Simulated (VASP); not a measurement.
# Au (Pm-3m) in VASP: notebook, part 2 of 2

VASP 6.6.1.

## (4) Single point, r2SCAN (volume scaled by 1.12)

File POSCAR:

```
Au
1.0
    2.8243434080      0.0000000000      0.0000000000
    0.0000000000      2.8243434080      0.0000000000
    0.0000000000      0.0000000000      2.8243434080
Au
1
Direct
    0.0000000000      0.0000000000      0.0000000000
```

File INCAR.step1:

```
PREC = Accurate ; ENCUT = 520
ISMEAR = -1 ; SIGMA = 0.1
LREAL = False ; LASPH = True
NELM = 100 ; NBANDS = 12
GGA = PE ; ALGO = Normal
EDIFF = 1E-4 ; LWAVE = True
LCHARG = False
```

File INCAR.step2:

```
PREC = Accurate ; ENCUT = 520
EDIFF = 1E-6 ; ISMEAR = -1
SIGMA = 0.1 ; LREAL = False
LASPH = True ; NELM = 100
ALGO = Normal ; ISIF = 2
LWAVE = False ; LCHARG = False
METAGGA = R2SCAN ; LMIXTAU = True
NBANDS = 12 ; ISTART = 1
```

File KPOINTS:

```
Automatic mesh
0
Gamma
  13 13 13
```

Potentials or basis: VASP PAW PBE potentials, release 64 (Au).

Launch:

```sh
> cat potpaw_PBE.64/Au/POTCAR > POTCAR
> cp INCAR.step1 INCAR
> mpirun -np 1 vasp_std > vasp.out
> cp INCAR.step2 INCAR
> mpirun -np 1 vasp_std > vasp.out
```

OUTCAR:

```text
PREC = Accurate
   ENCUT = 520
   EDIFF = 1E-6
   ISMEAR = -1
   LREAL = False
   LASPH = True
   NELM = 100
   ISIF = 2
   METAGGA = R2SCAN
   ISTART = 1

 ion  position               nearest neighbor table
   1  0.000  0.000  0.000-

  LATTYP: Found a simple cubic cell.
 ALAT       =     2.8243434080

  Lattice vectors:

 A1 = (   2.8243434080,   0.0000000000,   0.0000000000)
 A2 = (   0.0000000000,   2.8243434080,   0.0000000000)
 A3 = (   0.0000000000,   0.0000000000,   2.8243434080)
[... 529 lines left out ...]
      3       2.4706      2.00000
      4       2.5510      2.00000
      5       2.7317      2.00000
      6       4.7913      1.91813
      7      10.7848      0.00000
      8      14.7323      0.00000
      9      19.8911      0.00000
     10      24.9224      0.00000
     11      26.3333      0.00000
     12      27.7978      0.00000

 [... further k-points ...]
[... 5 lines left out ...]
  --------------------------------------------------------------------------------------
  -------------------------------------------------------------------------------------
  Total       -1.3860541     -1.3860541     -1.3860541      0.0000000      0.0000000     -0.0000000
  in kB      -98.5685267    -98.5685267    -98.5685267      0.0000000      0.0000000     -0.0000000
  external PRESSURE =     -98.5685267 kB  Pullay stress =       0.0000000 kB

 VOLUME and BASIS-vectors are now :
 -----------------------------------------------------------------------------
  energy-cutoff  :      520.00
  volume of cell :       22.53
      direct lattice vectors                 reciprocal lattice vectors
     2.824343408  0.000000000  0.000000000     0.354064593  0.000000000  0.000000000
     0.000000000  2.824343408  0.000000000     0.000000000  0.354064593  0.000000000
     0.000000000  0.000000000  2.824343408     0.000000000  0.000000000  0.354064593

 POSITION                                       TOTAL-FORCE (eV/Angst)
 -----------------------------------------------------------------------------------
      0.00000      0.00000      0.00000         0.000000      0.000000      0.000000
 -----------------------------------------------------------------------------------
    total drift:                                0.000000     -0.000000      0.000000

  FREE ENERGIE OF THE ION-ELECTRON SYSTEM (eV)
  ---------------------------------------------------
  free  energy   TOTEN  =       -50.3360529507 eV

  energy  without entropy=      -50.3269053236  energy(sigma->0) =      -50.33147914
```

OSZICAR.step1:

```text
N       E                     dE             d eps       ncg     rms          rms(c)
DAV:   1     0.479716031875E+02    0.47972E+02   -0.53638E+03  2088   0.789E+02
DAV:   2    -0.254008998230E+01   -0.50512E+02   -0.47320E+02  2340   0.175E+02
DAV:   3    -0.323823843380E+01   -0.69815E+00   -0.69715E+00  2380   0.201E+01
DAV:   4    -0.324123534259E+01   -0.29969E-02   -0.29968E-02  2292   0.149E+00
DAV:   5    -0.324126573657E+01   -0.30394E-04   -0.30394E-04  2460   0.150E-01    0.519E+00
DAV:   6    -0.299319485194E+01    0.24807E+00   -0.89666E-01  2132   0.704E+00    0.375E+00
DAV:   7    -0.298702563517E+01    0.61692E-02   -0.13756E-02  2412   0.945E-01    0.219E+00
DAV:   8    -0.298542876058E+01    0.15969E-02   -0.11418E-03  2256   0.245E-01    0.911E-02
DAV:   9    -0.298542733797E+01    0.14226E-05   -0.59445E-05  1244   0.583E-02
   1 F= -.29854273E+01 E0= -.29805702E+01  d E =-.971437E-02
```

Wall time 31 s (1 thread of Intel Xeon 6975P-C, shared host); peak memory 0.16 GiB.

What came out:

```yaml
Free_energy: -50.3361 eV
Pressure: -9.9 GPa
```

Levels at points of the mesh, in eV from the Fermi level:
```tsv
k point	band 2	band 3	band 4	band 5	band 6	band 7	band 8	band 9	band 10	band 11
(0.00, 0.00, 0.00)	-5.36	-5.36	-1.66	-1.66	-1.66	13.91	13.91	13.91	18.42	20.93
```

Caveat: the cell differs from its parent crystal (volume scaled by 1.12); the PAW data sets were made with another functional, which shifts forces and pressure a little; spin-orbit coupling is left out, which moves the levels of the heavy elements.

## (5) Single point, r2SCAN

This run uses another cell than the first one, of 20.12 Å³/atom, 0.962 times its volume.

File POSCAR:

```
Au
1.0
    2.7196404585      0.0000000000      0.0000000000
    0.0000000000      2.7196404585      0.0000000000
    0.0000000000      0.0000000000      2.7196404585
Au
1
Direct
    0.0000000000      0.0000000000      0.0000000000
```

File INCAR.step1:

```
ALGO = Normal
EDIFF = 1E-4
ENCUT = 520
GGA = PE
ISMEAR = -1
LASPH = True
LCHARG = False
LREAL = False
LWAVE = True
NBANDS = 12
NELM = 100
PREC = Accurate
SIGMA = 0.1
```

File INCAR.step2:

```
ALGO = Normal
EDIFF = 1E-6
ENCUT = 520
ISIF = 2
ISMEAR = -1
ISTART = 1
LASPH = True
LCHARG = True
LELF = True
LMIXTAU = True
LREAL = False
LVHAR = True
LWAVE = False
METAGGA = R2SCAN
NBANDS = 12
NELM = 100
PREC = Accurate
SIGMA = 0.1
```

File KPOINTS:

```
k-points
0
Gamma
  19 19 19
```

Launch:

```sh
> cat potpaw_PBE.64/Au/POTCAR > POTCAR
> cp INCAR.step1 INCAR
> mpirun -np 1 vasp_std > vasp.out
> cp INCAR.step2 INCAR
> mpirun -np 1 vasp_std > vasp.out
```

It took 75 s on 1 thread of Intel Xeon 6975P-C, shared host; peak memory 0.17 GiB.

The run converged. Its results:

```yaml
Free_energy: -50.4169 eV
Pressure: 0.3 GPa
```

Levels at points of the mesh, in eV from the Fermi level:
| k point | band 4 | band 5 | band 6 | band 7 | band 8 | band 9 |
| --- | --- | --- | --- | --- | --- | --- |
| (0.00, 0.00, 0.00) | -1.62 | -1.62 | -1.62 | 14.62 | 14.62 | 14.62 |

Caveat: the PAW data sets were made with another functional, which shifts forces and pressure a little; spin-orbit coupling is left out, which moves the levels of the heavy elements.

## (6) Summary

| cell | k mesh | gap on the mesh (eV) | pressure (GPa) |
| --- | --- | --- | --- |
| a = 2.755 Å, 1 atom | 13 × 13 × 13 | none | -4.0 |
| a = 2.790 Å, 1 atom | 13 × 13 × 13 | none | -7.4 |
| a = 2.824 Å, 1 atom | 13 × 13 × 13 | none | -9.9 |
| a = 2.720 Å, 1 atom | 19 × 19 × 19 | none | 0.3 |

Alike in all rows: task single point; level r2SCAN; potentials or basis VASP PAW PBE potentials, release 64 (Au); no spin polarisation; cutoff (eV) 520; smearing fermi-dirac 0.1 eV.

Caveats: the PAW data sets were made with another functional, which shifts forces and pressure a little; spin-orbit coupling is left out, which moves the levels of the heavy elements.

Total energies depend on the potentials used, so only differences within one code and one set of settings carry meaning.
